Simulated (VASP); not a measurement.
# Ni (Fm-3m) in VASP: a series of runs

The runs below take Ni through relaxation of cell and atoms, with PBE+D4, revPBE+D3(BJ).

Program: VASP 6.6.1. These are calculated values, not measurements. Logs are shortened: lines on timing, memory, paths and dates and some standing lists are left out, and cuts for length are marked.

## Step 1: The cell of the first run

It takes space group Fm-3m (No. 225, cubic). The conventional cell has a = 3.475 Å, b = 3.475 Å, c = 3.475 Å, α = 90.00°, β = 90.00°, γ = 90.00°. Within 3.2 Å of Ni (site symmetry m-3m) lie 12 Ni at 2.46 Å.

## Step 2: Relaxation of cell and atoms, PBE+D4, collinear spin, ferromagnetic start

The input, INCAR:

```
PREC = Accurate
ENCUT = 600
EDIFF = 1E-6
ISMEAR = -1
SIGMA = 0.05
LREAL = False
LASPH = True
NELM = 150
ALGO = Normal
ISIF = 3
LWAVE = False
LCHARG = False
ISPIN = 2
MAGMOM = 1
LORBIT = 11
LMAXMIX = 4
GGA = PE
IVDW = 13
IBRION = 2
NSW = 80
EDIFFG = -0.02
```

The input, KPOINTS:

```
Automatic mesh
0
Gamma
  13 13 13
```

The input, POSCAR:

```
Ni
1.0
    0.0000000000      1.7375729330      1.7375729330
    1.7375729330      0.0000000000      1.7375729330
    1.7375729330      1.7375729330      0.0000000000
Ni
1
Direct
    0.0000000000      0.0000000000      0.0000000000
```

Potentials or basis: VASP PAW PBE potentials, release 64 (Ni).

Launch:

```sh
cat potpaw_PBE.64/Ni/POTCAR > POTCAR
mpirun -np 1 vasp_std > vasp.out
```

OUTCAR:

```text
PREC = Accurate
   ENCUT = 600
   EDIFF = 1E-6
   ISMEAR = -1
   LREAL = False
   LASPH = True
   NELM = 150
   ISIF = 3
   ISPIN = 2
   LORBIT = 11
   GGA = PE
   IVDW = 13
   IBRION = 2
   NSW = 80
   EDIFFG = -0.02

 ion  position               nearest neighbor table
   1  0.000  0.000  0.000-

  LATTYP: Found a face centered cubic cell.
 ALAT       =     3.4751458660

  Lattice vectors:

 A1 = (   0.0000000000,   1.7375729330,   1.7375729330)
 A2 = (   1.7375729330,   0.0000000000,   1.7375729330)
 A3 = (   1.7375729330,   1.7375729330,   0.0000000000)

Analysis of symmetry for initial positions (statically):
=====================================================================
 Subroutine PRICEL returns:
 Original cell was already a primitive cell.

 Routine SETGRP: Setting up the symmetry group for a
 face centered cubic supercell.

 Subroutine GETGRP returns: Found 48 space group operations
 (whereof 48 operations were pure point group operations)
 out of a pool of 48 trial point group operations.

The static configuration has the point symmetry O_h .

Analysis of symmetry for dynamics (positions and initial velocities):
=====================================================================
 Subroutine PRICEL returns:
 Original cell was already a primitive cell.

 Routine SETGRP: Setting up the symmetry group for a
 face centered cubic supercell.

 Subroutine GETGRP returns: Found 48 space group operations
 (whereof 48 operations were pure point group operations)
 out of a pool of 48 trial point group operations.

The dynamic configuration has the point symmetry O_h .

Analysis of structural, dynamic, and magnetic symmetry:
=====================================================================
 Subroutine PRICEL returns:
 Original cell was already a primitive cell.

 Routine SETGRP: Setting up the symmetry group for a
 face centered cubic supercell.

 Subroutine GETGRP returns: Found 48 space group operations
 (whereof 48 operations were pure point group operations)
 out of a pool of 48 trial point group operations.

The overall configuration has the point symmetry O_h .

 Subroutine INISYM returns: Found 48 space group operations
 (whereof 48 operations are pure point group operations),
 and found     1 'primitive' translations

----------------------------------------------------------------------------------------

                                     Primitive cell

  volume of cell :      10.4920

  direct lattice vectors                    reciprocal lattice vectors
     0.000000000  1.737572933  1.737572933    -0.287757705  0.287757705  0.287757705
     1.737572933  0.000000000  1.737572933     0.287757705 -0.287757705  0.287757705
     1.737572933  1.737572933  0.000000000     0.287757705  0.287757705 -0.287757705

  length of vectors
     2.457299207  2.457299207  2.457299207     0.498410966  0.498410966  0.498410966

  position of ions in fractional coordinates (direct lattice)
     0.000000000  0.000000000  0.000000000

  ion indices of the primitive-cell ions
   primitive index   ion index
                 1           1

----------------------------------------------------------------------------------------

 KPOINTS: Automatic mesh

Automatic generation of k-mesh.
 Grid dimensions read from file:
 generate k-points for:   13   13   13

 Generating k-lattice:

  Cartesian coordinates                     Fractional coordinates (reciprocal lattice)
    -0.022135208  0.022135208  0.022135208     0.076923077  0.000000000  0.000000000
     0.022135208 -0.022135208  0.022135208     0.000000000  0.076923077  0.000000000
     0.022135208  0.022135208 -0.022135208     0.000000000  0.000000000  0.076923077

  Length of vectors
     0.038339305  0.038339305  0.038339305

  Shift w.r.t. Gamma in fractional coordinates (k-lattice)
     0.000000000  0.000000000  0.000000000

 Subroutine IBZKPT returns following result:
 ===========================================

 Found     84 irreducible k-points:

 Following reciprocal coordinates:
            Coordinates               Weight
  0.000000  0.000000  0.000000      1.000000
  0.076923  0.000000  0.000000      8.000000
  0.153846  0.000000  0.000000      8.000000
  0.230769  0.000000  0.000000      8.000000
  0.307692  0.000000  0.000000      8.000000
  0.384615  0.000000  0.000000      8.000000
[... 16 lines left out ...]
  0.384615  0.153846  0.000000     24.000000
  0.461538  0.153846  0.000000     24.000000
 [... further k-points ...]
   k-points           NKPTS =     84   k-points in BZ     NKDIM =     84   number of bands    NBANDS=     10
   number of dos      NEDOS =    301   number of ions     NIONS =      1
   total plane-waves  NPLWV =   8000
   dimension x,y,z NGX =    20 NGY =   20 NGZ =   20
   dimension x,y,z NGXF=    40 NGYF=   40 NGZF=   40
   ions per type =               1
   NGX,Y,Z   is equivalent  to a cutoff of  13.53, 13.53, 13.53 a.u.
   NGXF,Y,Z  is equivalent  to a cutoff of  27.06, 27.06, 27.06 a.u.
 SYSTEM =  unknown system
   PREC   = accura    normal or accurate (medium, high low for compatibility)
   ISTART =      0    job   : 0-new  1-cont  2-samecut
   ICHARG =      2    charge: 1-file 2-atom 10-const
   ISPIN  =      2    spin polarized calculation?
   LNONCOLLINEAR =      F non collinear calculations
   LSORBIT =      F    spin-orbit coupling
   LASPH  =      T    aspherical Exc in radial PAW
   ENCUT  =  600.0 eV  44.10 Ry    6.64 a.u.   4.91  4.91  4.91*2*pi/ulx,y,z
   NELM   =    150;   NELMIN=  2; NELMDL= -5     # of ELM steps
   EDIFF  = 0.1E-05   stopping-criterion for ELM
   LREAL  =      F    real-space projection
   EDIFFG = -.2E-01   stopping-criterion for IOM
   NSW    =     80    number of steps for IOM
   IBRION =      2    ionic relax: 0-MD 1-quasi-New 2-CG
   NFREE  =      1    steps in history (QN), initial steepest desc. (CG)
   ISIF   =      3    stress and relaxation
   ISYM   =      2    0-nonsym 1-usesym 2-fastsym
   POTIM  = 0.5000    time-step for ionic-motion
   TEBEG  =    0.0;   TEEND  =   0.0 temperature during run
   PSTRESS=    0.0 pullay stress
   NELECT =      10.0000    total number of electrons
   NUPDOWN=      -1.0000    fix difference up-down
   EMIN   =  10.00;   EMAX   =-10.00  energy-range for DOS
   EFERMI =   0.00;   METHOD = LEGACY
   ISMEAR =    -1;   SIGMA  =   0.05  broadening in eV -4-tet -1-fermi 0-gaus
   EFERMI_NEDOS =   21; number of points for ismear=-14 and -15
   IALGO  =     38    algorithm
   IMIX   =      4    mixing-type and parameters
     AMIX     =   0.40;   BMIX     =  1.00
     AMIX_MAG =   1.60;   BMIX_MAG =  1.00
  volume/ion in A,a.u.               =      10.49        70.80
  Fermi-wavevector in a.u.,A,eV,Ry     =   1.611097  3.044533 35.315755  2.595635
  Thomas-Fermi vector in A             =   2.706542
   LORBIT       =     11    0 simple, 1 ext, 2 COOP (PROOUT), +10 PAW based schemes
   GGA     = PE    functional components
   LHFCALC =     F    Hartree Fock is set to
   AEXX    =    0.0000 exact exchange contribution
   IVDW    =    13    specifies the selected vdW correction
   LEPSILON=     F    determine dielectric tensor
   LRPA    =     F    only Hartree local field effects (RPA)
 conjugate gradient relaxation of ions
 spin polarized calculation
  energy-cutoff  :      600.00
  volume of cell :       10.49
 maximum number of plane-waves:       365
   NGX =  9   NGY =  9   NGZ =  9

--------------------------------------- Ionic step        1  -------------------------------------------

 number of electron      10.0000000 magnetization       1.0000000

 number of electron       9.9999999 magnetization       0.6225094

 Free energy of the ion-electron system (eV)
  ---------------------------------------------------
  ext. energy  EPLUGINS =         0.00000000
  ---------------------------------------------------
  free energy    TOTEN  =        -5.47037382 eV

  energy without entropy =       -5.45766275  energy(sigma->0) =       -5.46401828

------------------------ aborting loop because EDIFF is reached ----------------------------------------

  DFT-D4 for vdW energy calculation

  Edisp (eV):   -0.47038

  FORCE on cell =-STRESS in cart. coord.  units (eV):
  Direction    XX          YY          ZZ          XY          YZ          ZX
  --------------------------------------------------------------------------------------
  -------------------------------------------------------------------------------------
  Total       0.07925     0.07925     0.07925     0.00000     0.00000     0.00000
  in kB      12.10116    12.10116    12.10116     0.00000     0.00000     0.00000
  external pressure =       12.10 kB  Pullay stress =        0.00 kB
[... 59 lines left out ...]
  energy  without entropy=       -5.9277858126  energy(sigma->0) =       -5.93423963

--------------------------------------- Ionic step        3  -------------------------------------------

 number of electron      10.0000001 magnetization       0.6230255

 Free energy of the ion-electron system (eV)
  ---------------------------------------------------
  ext. energy  EPLUGINS =         0.00000000
  ---------------------------------------------------
  free energy    TOTEN  =        -5.47288295 eV

  energy without entropy =       -5.46008088  energy(sigma->0) =       -5.46648192

 E-fermi :   9.8243     XC(G=0): -13.4395

 val. band max:        9.8240852521   @ k =   0.3846   0.3846   0.0000
 cond. band min:       9.8431779485   @ k =  -0.3846   0.3077   0.0000
 fundamental gap:      0.0190926963
 Fermi energy:         9.8242926810

 spin component 1

 k-point     1 :       0.0000    0.0000    0.0000
  band No.  band energies     occupation
      1       0.5915      1.00000
      2       7.3103      1.00000
      3       7.3103      1.00000
      4       7.3103      1.00000
      5       8.5386      1.00000
      6       8.5386      1.00000
      7      33.8046      0.00000
      8      37.9121      0.00000
      9      37.9121      0.00000
     10      37.9121      0.00000
[... 287 lines left out ...]
 k-point    24 :       0.4615    0.1538    0.0000
  band No.  band energies     occupation
      1       5.1745      1.00000
      2       6.8954      1.00000
      3       7.3342      1.00000
      4       7.7349      1.00000
      5       9.2544      0.99999
      6      10.6885      0.00000
      7      17.9370      0.00000
      8      28.9618      0.00000
      9      30.7204      0.00000
     10      32.8803      0.00000

 [... further k-points ...]

 spin component 2

 k-point     1 :       0.0000    0.0000    0.0000
  band No.  band energies     occupation
      1       0.5638      1.00000
      2       8.0571      1.00000
      3       8.0571      1.00000
      4       8.0571      1.00000
      5       9.1200      1.00000
      6       9.1200      1.00000
      7      33.6565      0.00000
      8      37.8939      0.00000
      9      37.8939      0.00000
     10      37.8939      0.00000
[... 331 lines left out ...]
  FREE ENERGIE OF THE ION-ELECTRON SYSTEM (eV)
  ---------------------------------------------------
  free  energy   TOTEN  =        -5.9409632973 eV

  energy  without entropy=       -5.9281612212  energy(sigma->0) =       -5.93456226

 reached required accuracy - stopping structural energy minimisation

 total charge

# of ion       s       p       d       tot
------------------------------------------
    1        0.511   0.526   8.330   9.367

 magnetization (x)

# of ion       s       p       d       tot
------------------------------------------
    1       -0.006  -0.024   0.661   0.632
```

Run time: 55 s. Hardware: 1 thread of AMD EPYC 7R43 (Zen 3), shared host; peak memory 0.11 GiB.

What came out:

```
Free energy                                           : -5.9410 eV
Relaxed volume                                        : 10.55 Å³/atom
Relaxed cell                                          : a = 2.462 Å, b = 2.462 Å, c = 2.462 Å, α = 60.00°, β = 60.00°, γ = 60.00°
Space group after relaxing (to 0.05 Å)                : Fm-3m (No. 225)
Energy gained by relaxing                             : 0.2 meV/atom
Ionic steps                                           : 3
Pressure after relaxing                               : 0.1 GPa
Net moment                                            : 0.62 μB per cell
Site moments                                          : Ni +0.63 μB
Valence electrons inside the program's atomic spheres : Ni 9.37
Dispersion energy per atom                            : -0.468 eV
```

The path:
```
step  energy change (eV)  largest force (eV/Å)  pressure (GPa)  volume (Å³)
   1              0.0000                0.0000            1.21        10.49
   2              0.0001                0.0000           -1.31        10.61
   3             -0.0002                0.0000            0.09        10.55
```

Final structure:
```
Ni
1.0
     0.00000    1.74065    1.74065
     1.74065    0.00000    1.74065
     1.74065    1.74065    0.00000
Ni
1
Direct
  0.00000 0.00000 0.00000
```

Caveat: pairwise dispersion overbinds metals, which lowers pressure and volume.

## Step 3: Relaxation of cell and atoms, revPBE+D3(BJ), collinear spin, ferromagnetic start

INCAR: that of step 2 with these lines changed.

```diff
@@ -16,4 +16,4 @@
 LMAXMIX = 4
-GGA = PE
-IVDW = 13
+GGA = RE
+IVDW = 12
 IBRION = 2
```

The input, KPOINTS:

```
regular mesh
0
Gamma
  13 13 13
```

POSCAR is that of step 2.

Potentials or basis: VASP PAW PBE potentials, release 64 (Ni).

Launch:

```sh
cat potpaw_PBE.64/Ni/POTCAR > POTCAR
mpirun -np 1 vasp_std > vasp.out
```

Wall time 60 s (1 thread of AMD EPYC 7R43 (Zen 3), shared host); peak memory 0.11 GiB.

It converged, with:

```yaml
Free_energy: -5.9759 eV
Relaxed_volume: 10.37 Å³/atom
Relaxed_cell: a = 2.448 Å, b = 2.448 Å, c = 2.448 Å, α = 60.00°, β = 60.00°, γ = 60.00°
Space_group_after_relaxing_to_0.05_Å: Fm-3m (No. 225)
Energy_gained_by_relaxing: 0.9 meV/atom
Ionic_steps: 3
Pressure_after_relaxing: 0.0 GPa
Net_moment: 0.62 μB per cell
Site_moments: Ni +0.63 μB
Valence_electrons_inside_the_program's_atomic_spheres: Ni 9.39
Dispersion_energy_per_atom: -0.938 eV
```

The path:
```tsv
step	energy change (eV)	largest force (eV/Å)	pressure (GPa)	volume (Å³)
1	0.0000	0.0000	-2.39	10.49
2	0.0000	0.0000	2.63	10.26
3	-0.0009	0.0000	0.03	10.37
```

Final structure:
```
Ni
1.0
     0.00000    1.73094    1.73094
     1.73094    0.00000    1.73094
     1.73094    1.73094    0.00000
Ni
1
Direct
  0.00000 0.00000 0.00000
```

Levels at points of the mesh, in eV from the Fermi level:
Spin up:
```csv
k point,band 3,band 4,band 5,band 6,band 7,band 8
"(0.00, 0.00, 0.00)",-2.57,-2.57,-1.31,-1.31,24.09,28.38
```
Spin down:
```csv
k point,band 1,band 2,band 3,band 4,band 5,band 6,band 7,band 8,band 9,band 10
"(0.00, 0.00, 0.00)",-9.39,-1.81,-1.81,-1.81,-0.73,-0.73,23.92,28.34,28.34,28.34
```

Caveat: the PAW data sets were made with another functional, which shifts forces and pressure a little; pairwise dispersion overbinds metals, which lowers pressure and volume.
